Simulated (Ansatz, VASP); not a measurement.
## Si in VASP and in Ansatz

```
Si
1.0
     0.00000    5.43000    5.43000
     5.43000    0.00000    5.43000
     5.43000    5.43000    0.00000
Si
17
Cartesian
  0.0046 0.0061 0.0051
  1.3577 1.3571 1.3575
  2.7086 2.7106 0.0056
  4.0705 4.0745 1.3244
  2.7099 0.0054 2.7103
  4.0718 1.3251 4.0730
  5.4511 2.6941 2.6932
  6.8199 4.0738 4.0735
  0.0056 2.7101 2.7084
  1.3238 4.0740 4.0711
  2.6883 5.4575 2.6890
  4.0717 6.8223 4.0717
  2.6913 2.6929 5.4528
  4.0729 4.0732 6.8201
  5.4536 5.4557 5.4541
  6.7847 6.7927 6.7870
  4.0697 4.0775 4.0719
```

Alike in both runs: functional PBEsol; k mesh 2 × 2 × 2; occupations fermi-dirac, width 0.05 eV; no spin polarisation.

Ansatz relaxed the structure, and its values are those at the end. VASP's run is a single point on that final structure, the one shown.

|  | VASP | Ansatz |
| --- | --- | --- |
| version | VASP 6.6.1 | Ansatz 0.2.0 |
| potentials or method | VASP PAW PBE potentials, release 64 (Si), cutoff 520 eV | scalar-relativistic, plane waves, PAW |
| valence electrons in the cell | 68 | 68 |

|  | VASP | Ansatz | Ansatz less VASP |
| --- | --- | --- | --- |
| rms of the force components (eV/Å) | 0.008 | 0.007 | -0.0007 |

VASP's potentials were made for PBE, not for PBEsol, and Ansatz warns of the same on its side.

The k mesh is coarse, so the values compare programs but aren't converged.
